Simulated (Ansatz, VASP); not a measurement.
# Ge in VASP and in Ansatz

```
Ge
1.0
    -2.49590    2.65086    1.43695
     2.49590   -2.65086    1.43695
     2.49590    2.65086   -1.43695
Ge
2
Direct
  0.31406 0.06406 0.25000
  0.68594 0.93594 0.75000
```

Alike in both runs: task single point; functional PBEsol; k mesh 8 × 8 × 8; occupations fermi-dirac, width 0.05 eV; no spin polarisation.

```csv
,VASP,Ansatz
version,VASP 6.6.1,Ansatz 0.2.0
potentials or method,"VASP PAW PBE potentials, release 64 (Ge_d), cutoff 520 eV",all-electron PAW datasets made for the crystal
```

VASP gave:

```
gap on the k mesh at the Fermi level (eV)                     : none
pressure (GPa)                                                : -2.7
traceless stress, the component that is largest in VASP (GPa) : 0.99
rms of the force components (eV/Å)                            : 0.012
```

Task: Which values does Ansatz return?

Result: gap on the k mesh at the Fermi level (eV): none; pressure (GPa): -2.6; traceless stress, the component that is largest in VASP (GPa): 0.97; rms of the force components (eV/Å): 0.012.

VASP's potentials were made for PBE, not for PBEsol. Atom by atom the forces differ by 0.000 eV/Å (rms over components). A gap of «none» marks a metal or a gap that the smearing closes. Ansatz ran all-electron here, and VASP with PAW potentials.

Noted on Ansatz's run: the k mesh is thin for a metal, which can move the energy by tens of meV per atom.
